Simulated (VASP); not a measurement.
# Al (Fm-3m) in VASP: notebook

The runs below take Al through single point, with PBE.

All numbers are computed with VASP 6.6.1; they aren't measurements. Logs are shortened: lines on timing, memory, paths and dates and some standing lists are left out, and cuts for length are marked.

### Step 1. The cell of the first run

The structure is cubic, space group Fm-3m (No. 225). Conventional cell: a = 4.050 Å, b = 4.050 Å, c = 4.050 Å, α = 90.00°, β = 90.00°, γ = 90.00°. Within 3.8 Å of Al (site symmetry m-3m) lie 12 Al at 2.86 Å.

### Step 2. Single point, PBE

INCAR reads:

```
SYSTEM = Al
  PREC = Accurate
  ENCUT = 520
  EDIFF = 1E-7
  ISMEAR = -1
  SIGMA = 0.15
  LREAL = .False.
  LASPH = .True.
  NELM = 80
  ALGO = Normal
  ISIF = 2
  LWAVE = .False.
  LCHARG = .False.
  GGA = PE
  NBANDS = 8
```

KPOINTS reads:

```
regular mesh
0
Gamma
  3 3 3
  0 0 0
```

POSCAR reads:

```
Al
1.0
    0.0000000000      2.0248050000      2.0248050000
    2.0248050000      0.0000000000      2.0248050000
    2.0248050000      2.0248050000      0.0000000000
Al
1
Direct
    0.0000000000      0.0000000000      0.0000000000
```

Potentials or basis: VASP PAW PBE potentials, release 64 (Al).

Run with:

```bash
cat potpaw_PBE.64/Al/POTCAR > POTCAR
mpirun -np 1 vasp_std > vasp.out
```

OUTCAR:

```text
SYSTEM = Al
   PREC = Accurate
   ENCUT = 520
   EDIFF = 1E-7
   ISMEAR = -1
   LREAL = .False.
   LASPH = .True.
   NELM = 80
   ISIF = 2
   GGA = PE

 ion  position               nearest neighbor table
   1  0.000  0.000  0.000-

  LATTYP: Found a face centered cubic cell.
 ALAT       =     4.0496100000

  Lattice vectors:

 A1 = (   0.0000000000,   2.0248050000,   2.0248050000)
 A2 = (   2.0248050000,   0.0000000000,   2.0248050000)
 A3 = (   2.0248050000,   2.0248050000,   0.0000000000)

Analysis of symmetry for initial positions (statically):
=====================================================================
 Subroutine PRICEL returns:
 Original cell was already a primitive cell.

 Routine SETGRP: Setting up the symmetry group for a
 face centered cubic supercell.

 Subroutine GETGRP returns: Found 48 space group operations
 (whereof 48 operations were pure point group operations)
 out of a pool of 48 trial point group operations.

The static configuration has the point symmetry O_h .

Analysis of symmetry for dynamics (positions and initial velocities):
=====================================================================
 Subroutine PRICEL returns:
 Original cell was already a primitive cell.

 Routine SETGRP: Setting up the symmetry group for a
 face centered cubic supercell.

 Subroutine GETGRP returns: Found 48 space group operations
 (whereof 48 operations were pure point group operations)
 out of a pool of 48 trial point group operations.

The dynamic configuration has the point symmetry O_h .

 Subroutine INISYM returns: Found 48 space group operations
 (whereof 48 operations are pure point group operations),
 and found     1 'primitive' translations

----------------------------------------------------------------------------------------

                                     Primitive cell

  volume of cell :      16.6027

  direct lattice vectors                    reciprocal lattice vectors
     0.000000000  2.024805000  2.024805000    -0.246937359  0.246937359  0.246937359
     2.024805000  0.000000000  2.024805000     0.246937359 -0.246937359  0.246937359
     2.024805000  2.024805000  0.000000000     0.246937359  0.246937359 -0.246937359

  length of vectors
     2.863506692  2.863506692  2.863506692     0.427708053  0.427708053  0.427708053

  position of ions in fractional coordinates (direct lattice)
     0.000000000  0.000000000  0.000000000

  ion indices of the primitive-cell ions
   primitive index   ion index
                 1           1

----------------------------------------------------------------------------------------

 KPOINTS: regular mesh

Automatic generation of k-mesh.
 Grid dimensions read from file:
 generate k-points for:    3    3    3

 Generating k-lattice:

  Cartesian coordinates                     Fractional coordinates (reciprocal lattice)
    -0.082312453  0.082312453  0.082312453     0.333333333  0.000000000  0.000000000
     0.082312453 -0.082312453  0.082312453     0.000000000  0.333333333  0.000000000
     0.082312453  0.082312453 -0.082312453     0.000000000  0.000000000  0.333333333

  Length of vectors
     0.142569351  0.142569351  0.142569351

  Shift w.r.t. Gamma in fractional coordinates (k-lattice)
     0.000000000  0.000000000  0.000000000

 Subroutine IBZKPT returns following result:
 ===========================================

 Found      4 irreducible k-points:

 Following reciprocal coordinates:
            Coordinates               Weight
  0.000000  0.000000  0.000000      1.000000
  0.333333  0.000000  0.000000      8.000000
  0.333333  0.333333  0.000000      6.000000
 -0.333333  0.333333  0.000000     12.000000
   k-points           NKPTS =      4   k-points in BZ     NKDIM =      4   number of bands    NBANDS=      8
   number of dos      NEDOS =    301   number of ions     NIONS =      1
   total plane-waves  NPLWV =  13824
   dimension x,y,z NGX =    24 NGY =   24 NGZ =   24
   dimension x,y,z NGXF=    48 NGYF=   48 NGZF=   48
   ions per type =               1
   NGX,Y,Z   is equivalent  to a cutoff of  13.93, 13.93, 13.93 a.u.
   NGXF,Y,Z  is equivalent  to a cutoff of  27.87, 27.87, 27.87 a.u.
 SYSTEM =  Al
   PREC   = accura    normal or accurate (medium, high low for compatibility)
   ISTART =      0    job   : 0-new  1-cont  2-samecut
   ICHARG =      2    charge: 1-file 2-atom 10-const
   ISPIN  =      1    spin polarized calculation?
   LNONCOLLINEAR =      F non collinear calculations
   LSORBIT =      F    spin-orbit coupling
   LASPH  =      T    aspherical Exc in radial PAW
   ENCUT  =  520.0 eV  38.22 Ry    6.18 a.u.   5.32  5.32  5.32*2*pi/ulx,y,z
   NELM   =     80;   NELMIN=  2; NELMDL= -5     # of ELM steps
   EDIFF  = 0.1E-06   stopping-criterion for ELM
   LREAL  =      F    real-space projection
   EDIFFG = 0.1E-05   stopping-criterion for IOM
   NSW    =      0    number of steps for IOM
   IBRION =     -1    ionic relax: 0-MD 1-quasi-New 2-CG
   NFREE  =      0    steps in history (QN), initial steepest desc. (CG)
   ISIF   =      2    stress and relaxation
   ISYM   =      2    0-nonsym 1-usesym 2-fastsym
   POTIM  = 0.5000    time-step for ionic-motion
   TEBEG  =    0.0;   TEEND  =   0.0 temperature during run
   PSTRESS=    0.0 pullay stress
   NELECT =       3.0000    total number of electrons
   NUPDOWN=      -1.0000    fix difference up-down
   EMIN   =  10.00;   EMAX   =-10.00  energy-range for DOS
   EFERMI =   0.00;   METHOD = LEGACY
   ISMEAR =    -1;   SIGMA  =   0.15  broadening in eV -4-tet -1-fermi 0-gaus
   EFERMI_NEDOS =   21; number of points for ismear=-14 and -15
   IALGO  =     38    algorithm
   IMIX   =      4    mixing-type and parameters
     AMIX     =   0.40;   BMIX     =  1.00
     AMIX_MAG =   1.60;   BMIX_MAG =  1.00
  volume/ion in A,a.u.               =      16.60       112.04
  Fermi-wavevector in a.u.,A,eV,Ry     =   0.925526  1.748991 11.654733  0.856599
  Thomas-Fermi vector in A             =   2.051390
   LORBIT       =      0    0 simple, 1 ext, 2 COOP (PROOUT), +10 PAW based schemes
   GGA     = PE    functional components
   LHFCALC =     F    Hartree Fock is set to
   AEXX    =    0.0000 exact exchange contribution
   IVDW    =     0    specifies the selected vdW correction
   LEPSILON=     F    determine dielectric tensor
   LRPA    =     F    only Hartree local field effects (RPA)
 non-spin polarized calculation
  energy-cutoff  :      520.00
  volume of cell :       16.60
 maximum number of plane-waves:       459
 NGX is ok and might be reduce to    24
   NGX = 11   NGY = 11   NGZ = 11

 number of electron       3.0000000 magnetization

 Free energy of the ion-electron system (eV)
  ---------------------------------------------------
  ext. energy  EPLUGINS =         0.00000000
  ---------------------------------------------------
  free energy    TOTEN  =        -3.21457695 eV

  energy without entropy =       -3.15540824  energy(sigma->0) =       -3.18499259

 E-fermi :   7.9858     XC(G=0): -10.1671

 val. band max:        6.8788552816   @ k =  -0.3333   0.3333   0.0000
 cond. band min:       8.3246751349   @ k =  -0.3333   0.3333   0.0000
 fundamental gap:      1.4458198533
 Fermi energy:         7.9857949740

 k-point     1 :       0.0000    0.0000    0.0000
  band No.  band energies     occupation
      1      -3.1466      2.00000
      2      20.5301      0.00000
      3      20.5301      0.00000
      4      20.5301      0.00000
      5      21.9688      0.00000
      6      21.9688      0.00000
      7      21.9688      0.00000
      8      24.3860      0.00000

 k-point     2 :       0.3333    0.0000    0.0000
  band No.  band energies     occupation
      1      -0.1686      2.00000
      2       8.4386      0.09319
      3      18.6657      0.00000
      4      18.6657      0.00000
      5      21.2515      0.00000
      6      21.2515      0.00000
      7      22.2235      0.00000
      8      25.2137      0.00000

 k-point     3 :       0.3333    0.3333    0.0000
  band No.  band energies     occupation
      1       0.8081      2.00000
      2      12.3062      0.00000
      3      14.1967      0.00000
      4      14.3599      0.00000
      5      14.3599      0.00000
      6      17.8450      0.00000
      7      30.8130      0.00000
      8      32.1825      0.00000

 k-point     4 :      -0.3333    0.3333    0.0000
  band No.  band energies     occupation
      1       4.6522      2.00000
      2       6.8789      1.99875
      3       8.3247      0.18912
      4      15.2275      0.00000
      5      16.9944      0.00000
      6      26.5572      0.00000
      7      28.1185      0.00000
      8      28.1424      0.00000

------------------------ aborting loop because EDIFF is reached ----------------------------------------

  FORCE on cell =-STRESS in cart. coord.  units (eV):
  Direction    XX          YY          ZZ          XY          YZ          ZX
  --------------------------------------------------------------------------------------
  -------------------------------------------------------------------------------------
  Total       -0.1820099     -0.1820099     -0.1820099      0.0000000      0.0000000     -0.0000000
  in kB      -17.5641077    -17.5641077    -17.5641077      0.0000000      0.0000000     -0.0000000
  external PRESSURE =     -17.5641077 kB  Pullay stress =       0.0000000 kB

 VOLUME and BASIS-vectors are now :
 -----------------------------------------------------------------------------
  energy-cutoff  :      520.00
  volume of cell :       16.60
      direct lattice vectors                 reciprocal lattice vectors
     0.000000000  2.024805000  2.024805000    -0.246937359  0.246937359  0.246937359
     2.024805000  0.000000000  2.024805000     0.246937359 -0.246937359  0.246937359
     2.024805000  2.024805000  0.000000000     0.246937359  0.246937359 -0.246937359

 POSITION                                       TOTAL-FORCE (eV/Angst)
 -----------------------------------------------------------------------------------
      0.00000      0.00000      0.00000         0.000000      0.000000      0.000000
 -----------------------------------------------------------------------------------
    total drift:                                0.000000      0.000000      0.000000

  FREE ENERGIE OF THE ION-ELECTRON SYSTEM (eV)
  ---------------------------------------------------
  free  energy   TOTEN  =        -3.2145769468 eV

  energy  without entropy=       -3.1554082414  energy(sigma->0) =       -3.18499259
```

Wall time 1.3 s (1 thread of Intel Xeon Platinum 8488C (Sapphire Rapids), shared host); peak memory 0.12 GiB.

Results:

* Free energy: -3.2146 eV
* Pressure: -1.8 GPa

Caveat: the k points lie up to 0.90 Å⁻¹ apart.

### Step 3. Single point, PBE

INCAR reads:

```
PREC     = Accurate       # precision mode
ENCUT    = 520            # plane-wave cutoff, eV
EDIFF    = 1E-6           # SCF threshold, eV
ISMEAR   = -1             # smearing method
SIGMA    = 0.15           # smearing width, eV
LREAL    = False          # projectors in reciprocal space
LASPH    = True           # aspherical terms in the spheres
NELM     = 80             # most SCF steps
ALGO     = Normal         # electronic algorithm
ISIF     = 2              # what is computed and relaxed
LWAVE    = False          # write WAVECAR
LCHARG   = False          # write CHGCAR
GGA      = PE             # functional
NBANDS   = 8              # bands
```

KPOINTS reads:

```
Automatic mesh
0
Gamma
  4 4 4
```

POSCAR is that of step 2.

Potentials or basis: VASP PAW PBE potentials, release 64 (Al).

Run with:

```bash
cat potpaw_PBE.64/Al/POTCAR > POTCAR
mpirun -np 1 vasp_std > vasp.out
```

Run time: 1.3 s. Hardware: 1 thread of Intel Xeon Platinum 8488C (Sapphire Rapids), shared host; peak memory 0.12 GiB.

It converged, with:

```
Free energy : -3.5095 eV
Pressure    : 0.4 GPa
```

Levels at points of the mesh, in eV from the Fermi level:
```tsv
k point	band 1	band 2	band 3	band 4	band 5
(0.00, 0.00, 0.00)	-10.59	13.09	13.09	13.09	14.54
(0.50, 0.00, 0.00)	-4.06	-3.86	11.85	11.85	11.94
(0.50, 0.50, 0.00)	-2.40	-1.10	5.76	6.07	6.07
```

Caveat: the k points lie up to 0.67 Å⁻¹ apart.

### Step 4. Single point, PBE

INCAR reads:

```
SYSTEM = Al
  ALGO = Normal
  EDIFF = 1E-6
  ENCUT = 520
  GGA = PE
  ISIF = 2
  ISMEAR = -1
  LASPH = .TRUE.
  LCHARG = .FALSE.
  LREAL = .FALSE.
  LWAVE = .FALSE.
  NBANDS = 8
  NELM = 60
  PREC = Accurate
  SIGMA = 0.15
```

KPOINTS reads:

```
k-points
0
G
  5 5 5
  0 0 0
```

POSCAR is that of step 3.

Potentials or basis: VASP PAW PBE potentials, release 64 (Al).

Run with:

```bash
cat potpaw_PBE.64/Al/POTCAR > POTCAR
mpirun -np 1 vasp_std > vasp.out
```

OUTCAR:

```text
SYSTEM = Al
   EDIFF = 1E-6
   ENCUT = 520
   GGA = PE
   ISIF = 2
   ISMEAR = -1
   LASPH = .TRUE.
   LREAL = .FALSE.
   NELM = 60
   PREC = Accurate

 ion  position               nearest neighbor table
   1  0.000  0.000  0.000-

  LATTYP: Found a face centered cubic cell.
 ALAT       =     4.0496100000

  Lattice vectors:

 A1 = (   0.0000000000,   2.0248050000,   2.0248050000)
 A2 = (   2.0248050000,   0.0000000000,   2.0248050000)
 A3 = (   2.0248050000,   2.0248050000,   0.0000000000)

Analysis of symmetry for initial positions (statically):
=====================================================================
 Subroutine PRICEL returns:
 Original cell was already a primitive cell.

 Routine SETGRP: Setting up the symmetry group for a
 face centered cubic supercell.

 Subroutine GETGRP returns: Found 48 space group operations
 (whereof 48 operations were pure point group operations)
 out of a pool of 48 trial point group operations.

The static configuration has the point symmetry O_h .

Analysis of symmetry for dynamics (positions and initial velocities):
=====================================================================
 Subroutine PRICEL returns:
 Original cell was already a primitive cell.

 Routine SETGRP: Setting up the symmetry group for a
 face centered cubic supercell.

 Subroutine GETGRP returns: Found 48 space group operations
 (whereof 48 operations were pure point group operations)
 out of a pool of 48 trial point group operations.

The dynamic configuration has the point symmetry O_h .

 Subroutine INISYM returns: Found 48 space group operations
 (whereof 48 operations are pure point group operations),
 and found     1 'primitive' translations

----------------------------------------------------------------------------------------

                                     Primitive cell

[... 92 lines left out ...]
     AMIX     =   0.40;   BMIX     =  1.00
     AMIX_MAG =   1.60;   BMIX_MAG =  1.00
  volume/ion in A,a.u.               =      16.60       112.04
  Fermi-wavevector in a.u.,A,eV,Ry     =   0.925526  1.748991 11.654733  0.856599
  Thomas-Fermi vector in A             =   2.051390
   LORBIT       =      0    0 simple, 1 ext, 2 COOP (PROOUT), +10 PAW based schemes
   GGA     = PE    functional components
   LHFCALC =     F    Hartree Fock is set to
   AEXX    =    0.0000 exact exchange contribution
   IVDW    =     0    specifies the selected vdW correction
   LEPSILON=     F    determine dielectric tensor
   LRPA    =     F    only Hartree local field effects (RPA)
 non-spin polarized calculation
  energy-cutoff  :      520.00
  volume of cell :       16.60
 maximum number of plane-waves:       459
 NGX is ok and might be reduce to    24
   NGX = 11   NGY = 11   NGZ = 11

 number of electron       3.0000000 magnetization

 Free energy of the ion-electron system (eV)
  ---------------------------------------------------
  ext. energy  EPLUGINS =         0.00000000
  ---------------------------------------------------
  free energy    TOTEN  =        -3.72137322 eV

  energy without entropy =       -3.67020945  energy(sigma->0) =       -3.69579134

 E-fermi :   8.2537     XC(G=0): -10.1733

 val. band max:        8.0156338880   @ k =  -0.4000   0.4000   0.0000
 cond. band min:       8.3434203337   @ k =  -0.4000   0.4000   0.2000
 fundamental gap:      0.3277864457
 Fermi energy:         8.2536753585

 k-point     1 :       0.0000    0.0000    0.0000
  band No.  band energies     occupation
      1      -3.1558      2.00000
      2      20.5209      0.00000
      3      20.5209      0.00000
      4      20.5209      0.00000
      5      21.9678      0.00000
      6      21.9678      0.00000
      7      21.9678      0.00000
      8      24.3550      0.00000
[... 89 lines left out ...]
 k-point    10 :      -0.4000    0.4000    0.2000
  band No.  band energies     occupation
      1       3.8743      2.00000
      2       8.3434      0.70947
      3       9.7389      0.00010
      4      10.9760      0.00000
      5      21.6464      0.00000
      6      23.0108      0.00000
      7      24.2854      0.00000
      8      29.8994      0.00000

------------------------ aborting loop because EDIFF is reached ----------------------------------------

  FORCE on cell =-STRESS in cart. coord.  units (eV):
  Direction    XX          YY          ZZ          XY          YZ          ZX
  --------------------------------------------------------------------------------------
  -------------------------------------------------------------------------------------
  Total        0.0899564      0.0899564      0.0899564     -0.0000000     -0.0000000      0.0000000
  in kB        8.6808658      8.6808658      8.6808658     -0.0000000     -0.0000000      0.0000000
  external PRESSURE =       8.6808658 kB  Pullay stress =       0.0000000 kB

 VOLUME and BASIS-vectors are now :
 -----------------------------------------------------------------------------
  energy-cutoff  :      520.00
  volume of cell :       16.60
      direct lattice vectors                 reciprocal lattice vectors
     0.000000000  2.024805000  2.024805000    -0.246937359  0.246937359  0.246937359
     2.024805000  0.000000000  2.024805000     0.246937359 -0.246937359  0.246937359
     2.024805000  2.024805000  0.000000000     0.246937359  0.246937359 -0.246937359

 POSITION                                       TOTAL-FORCE (eV/Angst)
 -----------------------------------------------------------------------------------
      0.00000      0.00000      0.00000         0.000000      0.000000     -0.000000
 -----------------------------------------------------------------------------------
    total drift:                                0.000000      0.000000     -0.000000

  FREE ENERGIE OF THE ION-ELECTRON SYSTEM (eV)
  ---------------------------------------------------
  free  energy   TOTEN  =        -3.7213732242 eV

  energy  without entropy=       -3.6702094464  energy(sigma->0) =       -3.69579134
```

OSZICAR:

```text
N       E                     dE             d eps       ncg     rms          rms(c)
DAV:   1    -0.282717369024E+01   -0.28272E+01   -0.92397E+02   160   0.215E+02
DAV:   2    -0.373750054300E+01   -0.91033E+00   -0.82935E+00   240   0.160E+01
DAV:   3    -0.374273557952E+01   -0.52350E-02   -0.52335E-02   192   0.130E+00
DAV:   4    -0.374276310955E+01   -0.27530E-04   -0.27529E-04   232   0.910E-02
DAV:   5    -0.374276323740E+01   -0.12785E-06   -0.12786E-06   232   0.321E-03    0.127E+00
DAV:   6    -0.373037670615E+01    0.12387E-01   -0.15513E-03   184   0.189E-01    0.734E-01
DAV:   7    -0.372137990904E+01    0.89968E-02   -0.46466E-03   192   0.306E-01    0.143E-01
DAV:   8    -0.372137487658E+01    0.50325E-05   -0.12512E-05   240   0.254E-02    0.794E-03
DAV:   9    -0.372137356965E+01    0.13069E-05   -0.63110E-07   224   0.348E-03    0.654E-04
DAV:  10    -0.372137322419E+01    0.34546E-06   -0.30994E-09   160   0.391E-04
   1 F= -.37213732E+01 E0= -.36957913E+01  d E =-.511638E-01
```

stdout:

```text
POSCAR found type information on POSCAR Al
 POSCAR found :  1 types and       1 ions
 scaLAPACK will be used
 LDA part: xc-table for (Slater+PW92), standard interpolation
 POSCAR, INCAR and KPOINTS ok, starting setup
 FFT: planning ... GRIDC
 FFT: planning ... GRID_SOFT
 FFT: planning ... GRID
 WAVECAR not read
 entering main loop
```

It took 1.4 s on 1 thread of Intel Xeon Platinum 8488C (Sapphire Rapids), shared host; peak memory 0.12 GiB.

Results:

```
Free energy : -3.7214 eV
Pressure    : 0.9 GPa
```

Caveat: the k points lie up to 0.54 Å⁻¹ apart.

[end of part 1 of 2]
